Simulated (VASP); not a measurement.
# LiH2 (P6/mmm) in VASP: notebook

The runs below take LiH2 through single point, with PBE.

Program: VASP 6.6.1. These are calculated values, not measurements. Logs are shortened: lines on timing, memory, paths and dates and some standing lists are left out, and cuts for length are marked.

## 1. The cell of the first run

The structure is hexagonal, space group P6/mmm (No. 191). The conventional cell has a = 2.931 Å, b = 2.931 Å, c = 2.442 Å, α = 90.00°, β = 90.00°, γ = 120.00°. Within 2.8 Å of Li (site symmetry 6/mmm) lie 12 H at 2.09 Å and 2 Li at 2.44 Å. Within 2.2 Å of H (site symmetry -6m2) lie 3 H at 1.69 Å and 6 Li at 2.09 Å.

## 2. Single point, PBE

Input file INCAR:

```
  PREC = Accurate
  ENCUT = 520
  EDIFF = 1E-6
  ISMEAR = 0
  SIGMA = 0.1
  LREAL = False
  LASPH = True
  NELM = 100
  ALGO = Normal
  ISIF = 2
  LWAVE = False
  LCHARG = False
  GGA = PE
  NBANDS = 10
```

Input file KPOINTS:

```
Automatic mesh
0
Gamma
  6 6 6
```

Input file POSCAR:

```
LiH2
1.0
    2.9307307983      0.0000000000      0.0000000000
   -1.4653653991      2.5380873229      0.0000000000
    0.0000000000      0.0000000000      2.4423891900
Li H
1 2
Direct
    0.0000000000      0.0000000000      0.0000000000
    0.3333333333      0.6666666667      0.5000000000
    0.6666666667      0.3333333333      0.5000000000
```

Potentials or basis: VASP PAW PBE potentials, release 64 (Li_sv, H).

Command:

```bash
$ cat potpaw_PBE.64/Li_sv/POTCAR potpaw_PBE.64/H/POTCAR > POTCAR
$ mpirun -np 1 vasp_std > vasp.out
```

OUTCAR:

```text
PREC = Accurate
   ENCUT = 520
   EDIFF = 1E-6
   ISMEAR = 0
   LREAL = False
   LASPH = True
   NELM = 100
   ISIF = 2
   GGA = PE

 ion  position               nearest neighbor table
   1  0.000  0.000  0.000-
   2  0.333  0.667  0.500-
   3  0.667  0.333  0.500-

  LATTYP: Found a hexagonal cell.
 ALAT       =     2.9307307983
 C/A-ratio  =     0.8333720693

  Lattice vectors:

 A1 = (   2.9307307983,   0.0000000000,   0.0000000000)
 A2 = (  -1.4653653991,   2.5380873229,   0.0000000000)
 A3 = (   0.0000000000,   0.0000000000,   2.4423891900)

Analysis of symmetry for initial positions (statically):
=====================================================================
 Subroutine PRICEL returns:
 Original cell was already a primitive cell.

 Routine SETGRP: Setting up the symmetry group for a
 hexagonal supercell.

 Subroutine GETGRP returns: Found 24 space group operations
 (whereof 24 operations were pure point group operations)
 out of a pool of 24 trial point group operations.

The static configuration has the point symmetry D_6h.

Analysis of symmetry for dynamics (positions and initial velocities):
=====================================================================
 Subroutine PRICEL returns:
 Original cell was already a primitive cell.

 Routine SETGRP: Setting up the symmetry group for a
 hexagonal supercell.

 Subroutine GETGRP returns: Found 24 space group operations
 (whereof 24 operations were pure point group operations)
 out of a pool of 24 trial point group operations.

The dynamic configuration has the point symmetry D_6h.

 Subroutine INISYM returns: Found 24 space group operations
 (whereof 24 operations are pure point group operations),
 and found     1 'primitive' translations

----------------------------------------------------------------------------------------

                                     Primitive cell

  volume of cell :      18.1676

  direct lattice vectors                    reciprocal lattice vectors
     2.930730798  0.000000000  0.000000000     0.341211824  0.196998738  0.000000000
    -1.465365399  2.538087323  0.000000000     0.000000000  0.393997476  0.000000000
     0.000000000  0.000000000  2.442389190     0.000000000  0.000000000  0.409435156

  length of vectors
     2.930730798  2.930730798  2.442389190     0.393997476  0.393997476  0.409435156

[... 82 lines left out ...]
   EDIFF  = 0.1E-05   stopping-criterion for ELM
   LREAL  =      F    real-space projection
[... 7 lines left out ...]
   TEBEG  =    0.0;   TEEND  =   0.0 temperature during run
   PSTRESS=    0.0 pullay stress
   NELECT =       5.0000    total number of electrons
   NUPDOWN=      -1.0000    fix difference up-down
   EMIN   =  10.00;   EMAX   =-10.00  energy-range for DOS
   EFERMI =   0.00;   METHOD = LEGACY
   ISMEAR =     0;   SIGMA  =   0.10  broadening in eV -4-tet -1-fermi 0-gaus
   EFERMI_NEDOS =   21; number of points for ismear=-14 and -15
   IALGO  =     38    algorithm
   IMIX   =      4    mixing-type and parameters
     AMIX     =   0.40;   BMIX     =  1.00
     AMIX_MAG =   1.60;   BMIX_MAG =  1.00
  volume/ion in A,a.u.               =       6.06        40.87
  Fermi-wavevector in a.u.,A,eV,Ry     =   1.064876  2.012324 15.428475  1.133961
  Thomas-Fermi vector in A             =   2.200409
   LORBIT       =      0    0 simple, 1 ext, 2 COOP (PROOUT), +10 PAW based schemes
   GGA     = PE    functional components
   LHFCALC =     F    Hartree Fock is set to
   AEXX    =    0.0000 exact exchange contribution
   IVDW    =     0    specifies the selected vdW correction
   LEPSILON=     F    determine dielectric tensor
   LRPA    =     F    only Hartree local field effects (RPA)
 non-spin polarized calculation
 Gauss-broadening in eV      SIGMA  =   0.10
  energy-cutoff  :      520.00
  volume of cell :       18.17
 maximum number of plane-waves:       507
 NGX is ok and might be reduce to    24
   NGX = 11   NGY = 11   NGZ =  9

 number of electron       5.0000004 magnetization

 Free energy of the ion-electron system (eV)
  ---------------------------------------------------
  ext. energy  EPLUGINS =         0.00000000
  ---------------------------------------------------
  free energy    TOTEN  =        -8.05809202 eV

  energy without entropy =       -8.05805567  energy(sigma->0) =       -8.05807385

 E-fermi :   2.3000     XC(G=0):  -9.1879

 val. band max:        2.0730122213   @ k =   0.3333   0.0000   0.1667
 cond. band min:       2.5268892686   @ k =   0.3333   0.1667   0.5000
 fundamental gap:      0.4538770473
 Fermi energy:         2.2999505656

 k-point     1 :       0.0000    0.0000    0.0000
  band No.  band energies     occupation
      1     -44.0085      2.00000
      2      -7.3916      2.00000
      3       7.6851      0.00000
      4      14.2777      0.00000
      5      14.2777      0.00000
      6      16.3354      0.00000
      7      16.5267      0.00000
      8      16.5267      0.00000
      9      17.6584      0.00000
     10      19.7890      0.00000
[... 287 lines left out ...]
 k-point    24 :       0.3333    0.0000    0.5000
  band No.  band energies     occupation
      1     -43.9266      2.00000
      2      -2.8211      2.00000
      3       4.2636      0.00000
      4       4.8924      0.00000
      5      10.9225      0.00000
      6      12.5910      0.00000
      7      15.8979      0.00000
      8      16.8775      0.00000
      9      22.9023      0.00000
     10      26.8411      0.00000

 [... further k-points ...]

------------------------ aborting loop because EDIFF is reached ----------------------------------------

  FORCE on cell =-STRESS in cart. coord.  units (eV):
  Direction    XX          YY          ZZ          XY          YZ          ZX
  --------------------------------------------------------------------------------------
  -------------------------------------------------------------------------------------
  Total       -0.0424216     -0.0424216     -0.0309771     -0.0000000      0.0000000     -0.0000000
  in kB       -3.7411067     -3.7411067     -2.7318345     -0.0000000      0.0000000     -0.0000000
  external PRESSURE =      -3.4046827 kB  Pullay stress =       0.0000000 kB

 VOLUME and BASIS-vectors are now :
 -----------------------------------------------------------------------------
  energy-cutoff  :      520.00
  volume of cell :       18.17
      direct lattice vectors                 reciprocal lattice vectors
     2.930730798  0.000000000  0.000000000     0.341211824  0.196998738  0.000000000
    -1.465365399  2.538087323  0.000000000     0.000000000  0.393997476  0.000000000
     0.000000000  0.000000000  2.442389190     0.000000000  0.000000000  0.409435156

 POSITION                                       TOTAL-FORCE (eV/Angst)
 -----------------------------------------------------------------------------------
      0.00000      0.00000      0.00000        -0.000000      0.000000      0.000000
     -0.00000      1.69206      1.22119        -0.000000      0.000000      0.000000
      1.46537      0.84603      1.22119         0.000000     -0.000000     -0.000000
 -----------------------------------------------------------------------------------
    total drift:                               -0.000000      0.000000     -0.000000

  FREE ENERGIE OF THE ION-ELECTRON SYSTEM (eV)
  ---------------------------------------------------
  free  energy   TOTEN  =        -8.0580920218 eV

  energy  without entropy=       -8.0580556701  energy(sigma->0) =       -8.05807385
```

OSZICAR:

```text
N       E                     dE             d eps       ncg     rms          rms(c)
DAV:   1    -0.640892841996E+00   -0.64089E+00   -0.17249E+03   560   0.424E+02
DAV:   2    -0.807038079818E+01   -0.74295E+01   -0.72802E+01   788   0.730E+01
DAV:   3    -0.820017506239E+01   -0.12979E+00   -0.12965E+00   658   0.793E+00
DAV:   4    -0.820164833292E+01   -0.14733E-02   -0.14731E-02   660   0.691E-01
DAV:   5    -0.820166438885E+01   -0.16056E-04   -0.16056E-04   672   0.506E-02    0.205E+00
DAV:   6    -0.810192366121E+01    0.99741E-01   -0.46530E-02   692   0.821E-01    0.113E+00
DAV:   7    -0.805736322327E+01    0.44560E-01   -0.87427E-02   704   0.124E+00    0.162E-01
DAV:   8    -0.805808038893E+01   -0.71717E-03   -0.30704E-03   626   0.418E-01    0.230E-02
DAV:   9    -0.805808964140E+01   -0.92525E-05   -0.30359E-05   762   0.379E-02    0.561E-03
DAV:  10    -0.805809194051E+01   -0.22991E-05   -0.35201E-06   642   0.144E-02    0.107E-03
DAV:  11    -0.805809202176E+01   -0.81250E-07   -0.12312E-07   382   0.272E-03
   1 F= -.80580920E+01 E0= -.80580738E+01  d E =-.363517E-04
```

Run time: 3.6 s. Hardware: 1 thread of AMD EPYC 9R45 (Zen 5), shared host; peak memory 0.09 GiB.

Results:

* Free energy: -8.0581 eV
* Band gap on the k mesh: zero (an odd number of electrons rules out a gap without spin polarisation)

Levels at points of the mesh, in eV from the Fermi level:
```csv
k point,band 1,band 2,band 3,band 4,band 5,band 6,band 7
"(0.00, 0.00, 0.00)",-46.31,-9.69,5.39,11.98,11.98,14.04,14.23
"(0.50, 0.00, 0.00)",-46.28,-6.68,-2.94,7.26,8.57,15.44,18.34
"(0.00, 0.00, 0.50)",-46.24,-7.44,1.58,7.21,13.80,16.64,16.64
"(0.50, 0.00, 0.50)",-46.22,-3.13,-0.88,3.21,7.84,8.53,13.02
```

Caveat: the k points lie up to 0.43 Å⁻¹ apart, too coarse for converged energies and pressures of a metal; the cutoff is under 1.25 times the usual one of these potentials, so pressure, stress and relaxed cells hold a basis-set (Pulay) error.

## 3. Single point, PBE

This run uses another cell than the first one, of 7.58 Å³/atom.

Input file INCAR:

```
SYSTEM = LiH2
PREC = Accurate ; ENCUT = 520
EDIFF = 1E-6 ; ISMEAR = 0
SIGMA = 0.1 ; LREAL = .FALSE.
LASPH = .TRUE. ; NELM = 80
ALGO = Normal ; ISIF = 2
LWAVE = .FALSE. ; LCHARG = .FALSE.
GGA = PE ; NBANDS = 10
```

Input file KPOINTS:

```
regular mesh
0
G
  6 6 6
  0 0 0
```

Input file POSCAR:

```
LiH2
1.0
    2.8974336710      0.0000000000      0.0000000000
   -1.4487168355      2.5092511649      0.0000000000
    0.0000000000      0.0000000000      3.1284582827
Li H
1 2
Direct
    0.0000000000      0.0000000000      0.0000000000
    0.3333333333      0.6666666667      0.5000000000
    0.6666666667      0.3333333333      0.5000000000
```

Potentials or basis: VASP PAW PBE potentials, release 64 (Li_sv, H).

Command:

```bash
$ cat potpaw_PBE.64/Li_sv/POTCAR potpaw_PBE.64/H/POTCAR > POTCAR
$ mpirun -np 1 vasp_std > vasp.out
```

Run time: 4.1 s. Hardware: 1 thread of AMD EPYC 9R45 (Zen 5), shared host; peak memory 0.1 GiB.

The run converged. Its results:

* Free energy: -7.6988 eV
* Band gap on the k mesh: zero (an odd number of electrons rules out a gap without spin polarisation)

Levels at points of the mesh, in eV from the Fermi level:
```csv
k point,band 1,band 2,band 3,band 4,band 5,band 6
"(0.00, 0.00, 0.00)",-46.98,-8.94,6.46,6.74,7.31,13.46
"(0.50, 0.00, 0.00)",-46.96,-5.37,-2.00,8.59,8.70,8.76
"(0.00, 0.00, 0.50)",-46.97,-7.99,-0.44,7.30,13.64,15.49
"(0.50, 0.00, 0.50)",-46.95,-3.66,-1.19,1.73,6.55,8.08
```

Caveat: the k points lie up to 0.42 Å⁻¹ apart, too coarse for converged energies and pressures of a metal; the cutoff is under 1.25 times the usual one of these potentials, so pressure, stress and relaxed cells hold a basis-set (Pulay) error.
